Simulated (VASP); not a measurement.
# Pt (Fm-3m) in VASP: further runs, part 2 of 2

VASP 6.6.1. The steps go on from the part before.

### 3 Single point, PBEsol (volume scaled by 1.08)

INCAR

```
PREC = Accurate
ENCUT = 520
EDIFF = 1E-6
ISMEAR = -1
SIGMA = 0.1
LREAL = F
LASPH = T
NELM = 80
ALGO = Normal
ISIF = 2
LWAVE = F
LCHARG = T
GGA = PS
LELF = T
LVHAR = T
NBANDS = 11
```

KPOINTS

```
regular mesh
0
Gamma
  23 23 23
```

POSCAR

```
Pt
1.0
    0.0000000000      2.0106328091      2.0106328091
    2.0106328091      0.0000000000      2.0106328091
    2.0106328091      2.0106328091      0.0000000000
Pt
1
Direct
    0.0000000000      0.0000000000      0.0000000000
```

Potentials or basis: VASP PAW PBE potentials, release 64 (Pt).

Launch:

```
cat potpaw_PBE.64/Pt/POTCAR > POTCAR
mpirun -np 1 vasp_std > vasp.out
```

OUTCAR:

```text
PREC = Accurate
   ENCUT = 520
   EDIFF = 1E-6
   ISMEAR = -1
   LREAL = F
   LASPH = T
   NELM = 80
   ISIF = 2
   GGA = PS

 ion  position               nearest neighbor table
   1  0.000  0.000  0.000-

  LATTYP: Found a face centered cubic cell.
 ALAT       =     4.0212656182

  Lattice vectors:

 A1 = (   0.0000000000,   2.0106328091,   2.0106328091)
 A2 = (   2.0106328091,   0.0000000000,   2.0106328091)
 A3 = (   2.0106328091,   2.0106328091,   0.0000000000)

Analysis of symmetry for initial positions (statically):
=====================================================================
 Subroutine PRICEL returns:
 Original cell was already a primitive cell.

 Routine SETGRP: Setting up the symmetry group for a
 face centered cubic supercell.

 Subroutine GETGRP returns: Found 48 space group operations
 (whereof 48 operations were pure point group operations)
 out of a pool of 48 trial point group operations.

The static configuration has the point symmetry O_h .

Analysis of symmetry for dynamics (positions and initial velocities):
=====================================================================
 Subroutine PRICEL returns:
 Original cell was already a primitive cell.

 Routine SETGRP: Setting up the symmetry group for a
 face centered cubic supercell.

 Subroutine GETGRP returns: Found 48 space group operations
 (whereof 48 operations were pure point group operations)
 out of a pool of 48 trial point group operations.

The dynamic configuration has the point symmetry O_h .

 Subroutine INISYM returns: Found 48 space group operations
 (whereof 48 operations are pure point group operations),
 and found     1 'primitive' translations

----------------------------------------------------------------------------------------

[... 108 lines left out ...]
   IMIX   =      4    mixing-type and parameters
     AMIX     =   0.40;   BMIX     =  1.00
     AMIX_MAG =   1.60;   BMIX_MAG =  1.00
  volume/ion in A,a.u.               =      16.26       109.70
  Fermi-wavevector in a.u.,A,eV,Ry     =   1.392298  2.631061 26.374792  1.938493
  Thomas-Fermi vector in A             =   2.516054
   LORBIT       =      0    0 simple, 1 ext, 2 COOP (PROOUT), +10 PAW based schemes
   GGA     = PS    functional components
   LHFCALC =     F    Hartree Fock is set to
   AEXX    =    0.0000 exact exchange contribution
   IVDW    =     0    specifies the selected vdW correction
   LEPSILON=     F    determine dielectric tensor
   LRPA    =     F    only Hartree local field effects (RPA)
 non-spin polarized calculation
  energy-cutoff  :      520.00
  volume of cell :       16.26
 maximum number of plane-waves:       452
 NGX is ok and might be reduce to    24
   NGX = 11   NGY = 11   NGZ = 11

 number of electron      10.0000000 magnetization

 number of electron       9.9999999 magnetization

 Free energy of the ion-electron system (eV)
  ---------------------------------------------------
  ext. energy  EPLUGINS =         0.00000000
  ---------------------------------------------------
  free energy    TOTEN  =        -6.91825738 eV

  energy without entropy =       -6.85731544  energy(sigma->0) =       -6.88778641

 E-fermi :   9.7147     XC(G=0): -13.1873

 val. band max:        9.7135584324   @ k =  -0.4783   0.0435   0.0000
 cond. band min:       9.7156304283   @ k =  -0.4783   0.0870   0.0000
 fundamental gap:      0.0020719959
 Fermi energy:         9.7146971376

 k-point     1 :       0.0000    0.0000    0.0000
  band No.  band energies     occupation
      1       0.2342      2.00000
      2       6.3417      2.00000
      3       6.3417      2.00000
      4       6.3417      2.00000
      5       8.2653      2.00000
      6       8.2653      2.00000
      7      24.5076      0.00000
      8      29.0413      0.00000
      9      29.0413      0.00000
     10      29.0413      0.00000
     11      34.0742      0.00000
[... 309 lines left out ...]
 k-point    24 :      -0.4783    0.0435    0.0000
  band No.  band energies     occupation
      1       3.1499      2.00000
      2       6.2549      2.00000
      3       6.3413      2.00000
      4       8.8539      1.99963
      5       9.7136      1.00569
      6      10.3986      0.00214
      7      14.9546      0.00000
      8      24.1306      0.00000
      9      27.8481      0.00000
     10      28.0771      0.00000
     11      36.7675      0.00000

 [... further k-points ...]
[... 5 lines left out ...]
  --------------------------------------------------------------------------------------
  -------------------------------------------------------------------------------------
  Total       -1.8412071     -1.8412071     -1.8412071      0.0000000      0.0000000      0.0000000
  in kB     -181.4616835   -181.4616835   -181.4616835      0.0000000      0.0000000      0.0000000
  external PRESSURE =    -181.4616835 kB  Pullay stress =       0.0000000 kB

 VOLUME and BASIS-vectors are now :
 -----------------------------------------------------------------------------
  energy-cutoff  :      520.00
  volume of cell :       16.26
      direct lattice vectors                 reciprocal lattice vectors
     0.000000000  2.010632809  2.010632809    -0.248677928  0.248677928  0.248677928
     2.010632809  0.000000000  2.010632809     0.248677928 -0.248677928  0.248677928
     2.010632809  2.010632809  0.000000000     0.248677928  0.248677928 -0.248677928

 POSITION                                       TOTAL-FORCE (eV/Angst)
 -----------------------------------------------------------------------------------
      0.00000      0.00000      0.00000        -0.000000      0.000000      0.000000
 -----------------------------------------------------------------------------------
    total drift:                               -0.000000     -0.000000     -0.000000

  FREE ENERGIE OF THE ION-ELECTRON SYSTEM (eV)
  ---------------------------------------------------
  free  energy   TOTEN  =        -6.9182573764 eV

  energy  without entropy=       -6.8573154391  energy(sigma->0) =       -6.88778641
```

OSZICAR:

```text
N       E                     dE             d eps       ncg     rms          rms(c)
DAV:   1     0.388292806998E+02    0.38829E+02   -0.53540E+03  8144   0.843E+02
DAV:   2    -0.674035124946E+01   -0.45570E+02   -0.43522E+02  9197   0.175E+02
DAV:   3    -0.738157905880E+01   -0.64123E+00   -0.63579E+00  9300   0.195E+01
DAV:   4    -0.738413835915E+01   -0.25593E-02   -0.25591E-02  9159   0.147E+00
DAV:   5    -0.738415986435E+01   -0.21505E-04   -0.21504E-04  9361   0.125E-01    0.107E+01
DAV:   6    -0.695623760537E+01    0.42792E+00   -0.11338E+00  8509   0.813E+00    0.544E+00
DAV:   7    -0.692187731583E+01    0.34360E-01   -0.12635E-01  9262   0.262E+00    0.244E+00
DAV:   8    -0.691848405712E+01    0.33933E-02   -0.40583E-03  8707   0.571E-01    0.591E-01
DAV:   9    -0.691825424767E+01    0.22981E-03   -0.15702E-04  8839   0.113E-01    0.352E-02
DAV:  10    -0.691825726796E+01   -0.30203E-05   -0.32770E-06  9659   0.126E-02    0.523E-03
DAV:  11    -0.691825737636E+01   -0.10840E-06   -0.59274E-08  4796   0.226E-03
   1 F= -.69182574E+01 E0= -.68877864E+01  d E =-.609419E-01
```

stdout:

```text
POSCAR found type information on POSCAR Pt
 POSCAR found :  1 types and       1 ions
 scaLAPACK will be used
 -----------------------------------------------------------------------------
|                                                                             |
|                                                                             |
|     You enforced a specific xc type in the INCAR file but a different       |
|     I HOPE YOU KNOW WHAT YOU ARE DOING!                                     |
|                                                                             |
 -----------------------------------------------------------------------------

 LDA part: xc-table for (Slater+PW92), standard interpolation
 POSCAR, INCAR and KPOINTS ok, starting setup
 FFT: planning ... GRIDC
 FFT: planning ... GRID_SOFT
 FFT: planning ... GRID
 WAVECAR not read
 entering main loop
```

Run time: 20 s. Hardware: 1 thread of Intel Xeon 6975P-C (Granite Rapids), shared host; peak memory 0.2 GiB.

Results:

```yaml
Free_energy: -6.9183 eV
Pressure: -18.1 GPa
Band_gap_on_the_k_mesh: zero (band 5 reaches 10.11 eV, above the bottom of band 6 at 8.18 eV)
```

Caveat: the PAW data sets were made with another functional, which shifts forces and pressure a little; spin-orbit coupling is left out, which moves the levels of the heavy elements.

### 4 Single point, PBEsol (volume scaled by 1.12)

INCAR

```
SYSTEM = Pt
  ALGO = Normal
  EDIFF = 1E-6
  ENCUT = 520
  GGA = PS
  ISIF = 2
  ISMEAR = -1
  LASPH = .True.
  LCHARG = .False.
  LREAL = .False.
  LWAVE = .False.
  NBANDS = 11
  NELM = 100
  PREC = Accurate
  SIGMA = 0.1
```

KPOINTS

```
k-points
0
Gamma
  23 23 23
  0 0 0
```

POSCAR

```
Pt
1.0
    0.0000000000      2.0351551382      2.0351551382
    2.0351551382      0.0000000000      2.0351551382
    2.0351551382      2.0351551382      0.0000000000
Pt
1
Direct
    0.0000000000      0.0000000000      0.0000000000
```

Launch:

```
cat potpaw_PBE.64/Pt/POTCAR > POTCAR
mpirun -np 1 vasp_std > vasp.out
```

It took 22 s on 1 thread of Intel Xeon 6975P-C (Granite Rapids), shared host; peak memory 0.19 GiB.

The run converged. Its results:

- Free energy: -6.8389 eV
- Pressure: -24.1 GPa
- Band gap on the k mesh: zero (band 5 reaches 9.44 eV, above the bottom of band 6 at 7.63 eV)

Levels at points of the mesh, in eV from the Fermi level:
```csv
k point,band 2,band 3,band 4,band 5,band 6,band 7,band 8,band 9
"(0.00, 0.00, 0.00)",-3.18,-3.18,-3.18,-1.37,-1.37,14.85,19.19,19.19
```

Caveat: the PAW data sets were made with another functional, which shifts forces and pressure a little; spin-orbit coupling is left out, which moves the levels of the heavy elements.

### 5 The runs side by side

```csv
cell,gap on the mesh (eV),pressure (GPa)
"a = 2.808 Å, angles 60.0°, 1 atom",none,-10.4
"a = 2.843 Å, angles 60.0°, 1 atom",none,-18.1
"a = 2.878 Å, angles 60.0°, 1 atom",none,-24.1
```

Alike in all rows: task single point; level PBEsol; potentials or basis VASP PAW PBE potentials, release 64 (Pt); no spin polarisation; k mesh 23 × 23 × 23; cutoff (eV) 520; smearing fermi-dirac 0.1 eV.

Caveats: the PAW data sets were made with another functional, which shifts forces and pressure a little; spin-orbit coupling is left out, which moves the levels of the heavy elements.

Absolute energies hang on the potentials; compare differences alone.
